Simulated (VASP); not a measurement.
A run of VASP 6.6.1 is set up as follows.

File INCAR:

```
SYSTEM = Ca
ALGO = Normal
EDIFF = 1E-7
ENCUT = 520
GGA = CA
ISIF = 2
ISMEAR = 1
LASPH = .TRUE.
LCHARG = .FALSE.
LREAL = .FALSE.
LWAVE = .FALSE.
NBANDS = 11
NELM = 80
PREC = Accurate
SIGMA = 0.05
```

File KPOINTS:

```
k-points
0
G
  7 7 7
  0 0 0
```

The input POSCAR:

```
Ca
1.0
    0.0000000000      2.6737624725      2.6737624725
    2.6737624725      0.0000000000      2.6737624725
    2.6737624725      2.6737624725      0.0000000000
Ca
1
Direct
    0.0000000000      0.0000000000      0.0000000000
```

Potentials or basis: VASP PAW LDA potentials, release 64 (Ca_sv).

The run is started by

```console
$ cat potpaw_LDA.64/Ca_sv/POTCAR > POTCAR
$ mpirun -np 1 vasp_std > vasp.out
```

**Question.** What does it give for the pressure?

**Answer.** 0.0 GPa.

**Question.** Predict the band gap on the k mesh.

**Answer.** Zero (band 5 reaches 2.24 eV, above the bottom of band 6 at 2.22 eV).
